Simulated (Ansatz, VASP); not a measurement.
**BaO: VASP beside Ansatz**

Contents of INCAR:

```
PREC     = Accurate       # precision mode
ENCUT    = 600            # plane-wave cutoff, eV
EDIFF    = 1E-6           # SCF threshold, eV
ISMEAR   = 0              # smearing method
SIGMA    = 0.02           # smearing width, eV
LREAL    = False          # projectors in reciprocal space
LASPH    = True           # aspherical terms in the spheres
NELM     = 120            # most SCF steps
ALGO     = Normal         # electronic algorithm
ISIF     = 2              # what is computed and relaxed
LWAVE    = False          # write WAVECAR
LCHARG   = False          # write CHGCAR
GGA      = PS             # functional
NBANDS   = 15             # bands
GGA_COMPAT= False
```

Contents of KPOINTS:

```
regular mesh
0
Gamma
  8 8 8
```

POSCAR

```
BaO
1.0
    0.0000000000      2.7450539707      2.7450539707
    2.7450539707      0.0000000000      2.7450539707
    2.7450539707      2.7450539707      0.0000000000
Ba O
1 1
Direct
    0.0000000000      0.0000000000      0.0000000000
    0.5000000000      0.5000000000      0.5000000000
```

Input for Ansatz:

```yaml
crystal:
  lattice:
    - [0.0, 2.7450539707, 2.7450539707]
    - [2.7450539707, 0.0, 2.7450539707]
    - [2.7450539707, 2.7450539707, 0.0]
  atoms:
    - { symbol: Ba, position: [0.0, 0.0, 0.0] }
    - { symbol: O, position: [0.5, 0.5, 0.5] }
basis:
  ecutwfc: 600.0
kpoints:
  mp_grid: { grid: [8, 8, 8] }
hamiltonian:
  xc: pbesol
  pseudopotentials: { kind: paw, azcp: { folder: soft_1 } }
scf:
  occupations: { method: gaussian, width: 0.02 }
output:
  forces: true
  stress: true
  eigenvalues: true
```

Alike in both runs: task single point; functional PBEsol; k mesh 8 × 8 × 8; occupations gaussian, width 0.02 eV; no spin polarisation.

```csv
,VASP,Ansatz
version,VASP 6.6.1,Ansatz 0.2.0
potentials or method,"VASP PAW PBE potentials, release 64 (Ba_sv, O), cutoff 600 eV","scalar-relativistic, plane waves, PAW"
valence electrons in the cell,16,16
```

```tsv
	VASP	Ansatz	Ansatz less VASP
gap on the k mesh at the Fermi level (eV)	1.77	1.84	+0.072
least direct gap on the mesh (eV)	1.77	1.84	+0.072
pressure (GPa)	1.8	0.0	-1.84
```

VASP's potentials were made for PBE, not for PBEsol, and Ansatz warns of the same on its side.

Neither program's run includes spin-orbit coupling.
